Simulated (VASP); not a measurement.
# Ru (P6_3/mmc) in VASP: single point with PBE

Aim: the single point of Ru with PBE.

Everything below comes from runs of VASP 6.6.1. Logs are shortened: lines on timing, memory, paths and dates and some standing lists are left out, and cuts for length are marked.

## Step 1: The cell of the first run

Symmetry: P6_3/mmc, No. 194, hexagonal system. Conventional cell: a = 2.706 Å, b = 2.706 Å, c = 4.282 Å, α = 90.00°, β = 90.00°, γ = 120.00°. Within 3.5 Å of Ru (site symmetry -6m2) lie 12 Ru at 2.65 to 2.71 Å.

## Step 2: Single point, PBE

Contents of INCAR:

```
  ALGO = Normal
  EDIFF = 1E-6
  ENCUT = 520
  GGA = PE
  ISIF = 2
  ISMEAR = 0
  LASPH = T
  LCHARG = T
  LELF = T
  LREAL = F
  LVHAR = T
  LWAVE = F
  NBANDS = 21
  NELM = 100
  PREC = Accurate
  SIGMA = 0.15
```

Contents of KPOINTS:

```
k-points
0
Gamma
  9 9 5
```

Contents of POSCAR:

```
Ru
1.0
    2.7058000000      0.0000000000      0.0000000000
   -1.3529000000      2.3432920000      0.0000000000
    0.0000000000      0.0000000000      4.2819000000
Ru
2
Direct
    0.3333333333      0.6666666667      0.2500000000
    0.6666666667      0.3333333333      0.7500000000
```

Potentials or basis: VASP PAW PBE potentials, release 64 (Ru_pv).

Command:

```console
$ cat potpaw_PBE.64/Ru_pv/POTCAR > POTCAR
$ mpirun -np 1 vasp_std > vasp.out
```

OUTCAR:

```text
EDIFF = 1E-6
   ENCUT = 520
   GGA = PE
   ISIF = 2
   ISMEAR = 0
   LASPH = T
   LREAL = F
   NELM = 100
   PREC = Accurate

 ion  position               nearest neighbor table
   1  0.333  0.667  0.250-   2 2.65   2 2.65   2 2.65   2 2.65   2 2.65   2 2.65
   2  0.667  0.333  0.750-   1 2.65   1 2.65   1 2.65   1 2.65   1 2.65   1 2.65

  LATTYP: Found a hexagonal cell.
 ALAT       =     2.7058000000
 C/A-ratio  =     1.5824894671

  Lattice vectors:

 A1 = (   2.7058000000,   0.0000000000,   0.0000000000)
 A2 = (  -1.3529000000,   2.3432920000,   0.0000000000)
 A3 = (   0.0000000000,   0.0000000000,   4.2819000000)

Analysis of symmetry for initial positions (statically):
=====================================================================
 Subroutine PRICEL returns:
 Original cell was already a primitive cell.

 Routine SETGRP: Setting up the symmetry group for a
 hexagonal supercell.

 Subroutine GETGRP returns: Found 24 space group operations
 (whereof 12 operations were pure point group operations)
 out of a pool of 24 trial point group operations.

The static configuration has the point symmetry D_3d.
 The point group associated with its full space group is D_6h.

Analysis of symmetry for dynamics (positions and initial velocities):
=====================================================================
 Subroutine PRICEL returns:
 Original cell was already a primitive cell.

 Routine SETGRP: Setting up the symmetry group for a
 hexagonal supercell.

 Subroutine GETGRP returns: Found 24 space group operations
 (whereof 12 operations were pure point group operations)
 out of a pool of 24 trial point group operations.

The dynamic configuration has the point symmetry D_3d.
 The point group associated with its full space group is D_6h.

 Subroutine INISYM returns: Found 24 space group operations
 (whereof 12 operations are pure point group operations),
 and found     1 'primitive' translations

----------------------------------------------------------------------------------------

                                     Primitive cell

  volume of cell :      27.1493

  direct lattice vectors                    reciprocal lattice vectors
     2.705800000  0.000000000  0.000000000     0.369576465  0.213375030  0.000000000
    -1.352900000  2.343292000  0.000000000     0.000000000  0.426750059  0.000000000
     0.000000000  0.000000000  4.281900000     0.000000000  0.000000000  0.233541185

  length of vectors
     2.705800000  2.705800400  4.281900000     0.426750122  0.426750059  0.233541185

  position of ions in fractional coordinates (direct lattice)
     0.333333333  0.666666667  0.250000000
     0.666666667  0.333333333  0.750000000

  ion indices of the primitive-cell ions
   primitive index   ion index
                 1           1
                 2           2

----------------------------------------------------------------------------------------

 KPOINTS: k-points

Automatic generation of k-mesh.
 Grid dimensions read from file:
 generate k-points for:    9    9    5

 Generating k-lattice:

  Cartesian coordinates                     Fractional coordinates (reciprocal lattice)
     0.041064052  0.023708337  0.000000000     0.111111111  0.000000000  0.000000000
     0.000000000  0.047416673  0.000000000     0.000000000  0.111111111  0.000000000
     0.000000000  0.000000000  0.046708237     0.000000000  0.000000000  0.200000000

  Length of vectors
     0.047416680  0.047416673  0.046708237

  Shift w.r.t. Gamma in fractional coordinates (k-lattice)
     0.000000000  0.000000000  0.000000000

 Subroutine IBZKPT returns following result:
 ===========================================

 Found     36 irreducible k-points:

 Following reciprocal coordinates:
            Coordinates               Weight
  0.000000  0.000000  0.000000      1.000000
  0.111111  0.000000  0.000000      6.000000
  0.222222  0.000000  0.000000      6.000000
  0.333333  0.000000  0.000000      6.000000
  0.444444  0.000000  0.000000      6.000000
  0.111111  0.111111  0.000000      6.000000
[... 16 lines left out ...]
  0.333333  0.222222  0.200000     24.000000
  0.333333  0.333333  0.200000      4.000000
 [... further k-points ...]
   k-points           NKPTS =     36   k-points in BZ     NKDIM =     36   number of bands    NBANDS=     21
   number of dos      NEDOS =    301   number of ions     NIONS =      2
   total plane-waves  NPLWV =  12800
   dimension x,y,z NGX =    20 NGY =   20 NGZ =   32
   dimension x,y,z NGXF=    40 NGYF=   40 NGZF=   64
   ions per type =               2
   NGX,Y,Z   is equivalent  to a cutoff of  12.29, 12.29, 12.42 a.u.
   NGXF,Y,Z  is equivalent  to a cutoff of  24.58, 24.58, 24.85 a.u.
 SYSTEM =  unknown system
   PREC   = accura    normal or accurate (medium, high low for compatibility)
   ISTART =      0    job   : 0-new  1-cont  2-samecut
   ICHARG =      2    charge: 1-file 2-atom 10-const
   ISPIN  =      1    spin polarized calculation?
   LNONCOLLINEAR =      F non collinear calculations
   LSORBIT =      F    spin-orbit coupling
   LASPH  =      T    aspherical Exc in radial PAW
   ENCUT  =  520.0 eV  38.22 Ry    6.18 a.u.   5.03  5.03  7.96*2*pi/ulx,y,z
   NELM   =    100;   NELMIN=  2; NELMDL= -5     # of ELM steps
   EDIFF  = 0.1E-05   stopping-criterion for ELM
   LREAL  =      F    real-space projection
   EDIFFG = 0.1E-04   stopping-criterion for IOM
   NSW    =      0    number of steps for IOM
   IBRION =     -1    ionic relax: 0-MD 1-quasi-New 2-CG
   NFREE  =      0    steps in history (QN), initial steepest desc. (CG)
   ISIF   =      2    stress and relaxation
   ISYM   =      2    0-nonsym 1-usesym 2-fastsym
   POTIM  = 0.5000    time-step for ionic-motion
   TEBEG  =    0.0;   TEEND  =   0.0 temperature during run
   PSTRESS=    0.0 pullay stress
   NELECT =      28.0000    total number of electrons
   NUPDOWN=      -1.0000    fix difference up-down
   EMIN   =  10.00;   EMAX   =-10.00  energy-range for DOS
   EFERMI =   0.00;   METHOD = LEGACY
   ISMEAR =     0;   SIGMA  =   0.15  broadening in eV -4-tet -1-fermi 0-gaus
   EFERMI_NEDOS =   21; number of points for ismear=-14 and -15
   IALGO  =     38    algorithm
   IMIX   =      4    mixing-type and parameters
     AMIX     =   0.40;   BMIX     =  1.00
     AMIX_MAG =   1.60;   BMIX_MAG =  1.00
  volume/ion in A,a.u.               =      13.57        91.61
  Fermi-wavevector in a.u.,A,eV,Ry     =   1.654022  3.125648 37.222669  2.735789
  Thomas-Fermi vector in A             =   2.742361
   LORBIT       =      0    0 simple, 1 ext, 2 COOP (PROOUT), +10 PAW based schemes
   GGA     = PE    functional components
   LHFCALC =     F    Hartree Fock is set to
   AEXX    =    0.0000 exact exchange contribution
   IVDW    =     0    specifies the selected vdW correction
   LEPSILON=     F    determine dielectric tensor
   LRPA    =     F    only Hartree local field effects (RPA)
 non-spin polarized calculation
 Gauss-broadening in eV      SIGMA  =   0.15
  energy-cutoff  :      520.00
  volume of cell :       27.15
 maximum number of plane-waves:       744
 NGX is ok and might be reduce to    20
   NGX =  9   NGY =  9   NGZ = 15

 number of electron      28.0000009 magnetization

 Free energy of the ion-electron system (eV)
  ---------------------------------------------------
  ext. energy  EPLUGINS =         0.00000000
  ---------------------------------------------------
  free energy    TOTEN  =       -18.49703405 eV

  energy without entropy =      -18.47938506  energy(sigma->0) =      -18.48820956

 E-fermi :  12.9389     XC(G=0): -14.1223

 val. band max:       12.9261741619   @ k =   0.1111   0.1111   0.4000
 cond. band min:      12.9426588905   @ k =   0.0000   0.0000   0.4000
 fundamental gap:      0.0164847286
 Fermi energy:        12.9389099252

 k-point     1 :       0.0000    0.0000    0.0000
  band No.  band energies     occupation
      1     -30.8046      2.00000
      2     -29.8876      2.00000
      3     -29.8876      2.00000
      4     -29.7177      2.00000
      5     -29.7177      2.00000
      6     -29.6612      2.00000
[... 13 lines left out ...]
     20      23.2451      0.00000
     21      23.2741      0.00000

 k-point     2 :       0.1111    0.0000    0.0000
  band No.  band energies     occupation
      1     -30.7630      2.00000
      2     -29.9751      2.00000
      3     -29.9169      2.00000
      4     -29.8085      2.00000
      5     -29.7299      2.00000
      6     -29.6807      2.00000
[... 13 lines left out ...]
     20      23.2451      0.00000
     21      23.2635      0.00000

 k-point     3 :       0.2222    0.0000    0.0000
  band No.  band energies     occupation
      1     -30.6482      2.00000
      2     -30.1966      2.00000
      3     -30.0308      2.00000
      4     -29.9876      2.00000
      5     -29.7636      2.00000
      6     -29.7395      2.00000
[... 13 lines left out ...]
     20      23.2450      0.00000
     21      23.2526      0.00000

 k-point     4 :       0.3333    0.0000    0.0000
  band No.  band energies     occupation
      1     -30.4902      2.00000
      2     -30.4482      2.00000
      3     -30.2717      2.00000
      4     -30.0640      2.00000
      5     -29.8334      2.00000
      6     -29.8049      2.00000
[... 13 lines left out ...]
     20      23.2443      0.00000
     21      23.2459      0.00000

 k-point     5 :       0.4444    0.0000    0.0000
  band No.  band energies     occupation
      1     -30.6117      2.00000
      2     -30.4230      2.00000
      3     -30.3486      2.00000
      4     -30.1122      2.00000
      5     -29.9328      2.00000
      6     -29.8330      2.00000
[... 13 lines left out ...]
     20      23.2445      0.00000
     21      23.7430      0.00000

 k-point     6 :       0.1111    0.1111    0.0000
  band No.  band energies     occupation
      1     -30.6847      2.00000
      2     -30.1050      2.00000
      3     -30.0353      2.00000
      4     -29.9041      2.00000
      5     -29.7700      2.00000
      6     -29.7200      2.00000
[... 13 lines left out ...]
     20      23.2450      0.00000
     21      23.2551      0.00000

 k-point     7 :       0.2222    0.1111    0.0000
  band No.  band energies     occupation
      1     -30.5468      2.00000
      2     -30.3212      2.00000
      3     -30.2225      2.00000
      4     -30.0202      2.00000
      5     -29.8294      2.00000
      6     -29.7977      2.00000
[... 13 lines left out ...]
     20      23.2449      0.00000
     21      23.2506      0.00000
[... 291 lines left out ...]
      1     -30.6122      2.00000
      2     -30.4533      2.00000
      3     -30.2355      2.00000
      4     -30.1016      2.00000
      5     -29.9241      2.00000
      6     -29.8549      2.00000
[... 13 lines left out ...]
     20      23.2447      0.00000
     21      23.5841      0.00000

 k-point    21 :       0.4444    0.1111    0.2000
  band No.  band energies     occupation
      1     -30.6686      2.00000
      2     -30.5063      2.00000
      3     -30.2288      2.00000
      4     -30.0978      2.00000
      5     -29.9684      2.00000
      6     -29.8845      2.00000
[... 13 lines left out ...]
     20      23.2431      0.00000
     21      23.9048      0.00000

 k-point    22 :       0.2222    0.2222    0.2000
  band No.  band energies     occupation
      1     -30.5396      2.00000
      2     -30.4495      2.00000
      3     -30.1926      2.00000
      4     -30.1569      2.00000
      5     -29.9664      2.00000
      6     -29.8497      2.00000
[... 13 lines left out ...]
     20      23.2445      0.00000
     21      24.5185      0.00000

 k-point    23 :       0.3333    0.2222    0.2000
  band No.  band energies     occupation
      1     -30.5707      2.00000
      2     -30.4714      2.00000
      3     -30.3018      2.00000
      4     -30.1166      2.00000
      5     -30.0479      2.00000
      6     -29.9163      2.00000
[... 13 lines left out ...]
     20      23.2414      0.00000
     21      23.2998      0.00000

 k-point    24 :       0.3333    0.3333    0.2000
  band No.  band energies     occupation
      1     -30.4631      2.00000
      2     -30.4458      2.00000
      3     -30.4458      2.00000
      4     -30.1688      2.00000
      5     -29.9992      2.00000
      6     -29.9992      2.00000
[... 13 lines left out ...]
     20      23.2450      0.00000
     21      23.2450      0.00000

 [... further k-points ...]

------------------------ aborting loop because EDIFF is reached ----------------------------------------

  FORCE on cell =-STRESS in cart. coord.  units (eV):
  Direction    XX          YY          ZZ          XY          YZ          ZX
  --------------------------------------------------------------------------------------
  -------------------------------------------------------------------------------------
  Total        0.7405737      0.7405740      0.6789460      0.0000000      0.0000000     -0.0000000
  in kB       43.7039076     43.7039249     40.0670345      0.0000000      0.0000000     -0.0000000
  external PRESSURE =      42.4916223 kB  Pullay stress =       0.0000000 kB

 VOLUME and BASIS-vectors are now :
 -----------------------------------------------------------------------------
  energy-cutoff  :      520.00
  volume of cell :       27.15
      direct lattice vectors                 reciprocal lattice vectors
     2.705800000  0.000000000  0.000000000     0.369576465  0.213375030  0.000000000
    -1.352900000  2.343292000  0.000000000     0.000000000  0.426750059  0.000000000
     0.000000000  0.000000000  4.281900000     0.000000000  0.000000000  0.233541185

 POSITION                                       TOTAL-FORCE (eV/Angst)
 -----------------------------------------------------------------------------------
     -0.00000      1.56219      1.07048        -0.000000      0.000000      0.000000
      1.35290      0.78110      3.21143         0.000000     -0.000000      0.000000
 -----------------------------------------------------------------------------------
    total drift:                               -0.000000      0.000000     -0.000000

  FREE ENERGIE OF THE ION-ELECTRON SYSTEM (eV)
  ---------------------------------------------------
  free  energy   TOTEN  =       -18.4970340531 eV

  energy  without entropy=      -18.4793850578  energy(sigma->0) =      -18.48820956
```

Wall time 19 s (1 thread of Intel Xeon 8259CL, shared host); peak memory 0.14 GiB.

Results:

- Free energy: -18.4970 eV
- Pressure: 4.2 GPa
- Band gap on the k mesh: zero (band 14 reaches 14.29 eV, above the bottom of band 15 at 11.25 eV)
